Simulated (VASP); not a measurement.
ZnS: single point with PBE

Crystal: ZnS.

```
Zn S
1.0
     0.00000    2.72156    3.12980
     2.72156    0.00000    3.12980
     2.72156    2.72156    0.00000
Zn S
1 1
Direct
  0.00000 0.00000 0.00000
  0.75000 0.75000 0.75000
```

This cell differs from its parent crystal: strain +0.1500 x Voigt [0, 0, 1, 0, 0, 0].

- Program: VASP 6.6.1
- Task: single point
- Functional: PBE
- Potentials or basis: VASP PAW PBE potentials, release 64 (Zn, S)
- Cutoff: 520 eV
- k mesh: 8 × 8 × 8
- Occupations: gaussian, width 0.05 eV
- Spin: no spin polarisation
- Dipole correction: no
- Further INCAR settings: ALGO = Normal; EDIFF = 1e-06; NBANDS = 16

The pressure is -7.2 GPa and the band gap on the k mesh is 1.16 eV, direct.

Stress tensor (GPa, compression positive):
```
 -4.86   0.00   0.00
  0.00  -4.86   0.00
  0.00   0.00 -11.97
```

Levels at points of the mesh, in eV from the valence-band top:
```tsv
k point	band 7	band 8	band 9	band 10	band 11	band 12
(0.00, 0.00, 0.00)	-0.55	0.00	0.00	1.16	6.36	6.36
(0.50, 0.00, 0.00)	-4.43	-1.16	-0.46	2.58	6.55	7.34
(0.50, 0.50, 0.00)	-4.59	-1.40	-1.40	3.99	4.57	8.90
(0.50, 0.00, 0.50)	-3.82	-2.10	-1.92	3.39	3.43	9.71
```

It took 31 s on 1 thread of AMD EPYC 7R43 64-Core Processor (Zen 3), on a shared host, peak memory 0.16 GiB.

Caveat: the cell differs from its parent crystal (strain +0.1500 x Voigt [0, 0, 1, 0, 0, 0]).
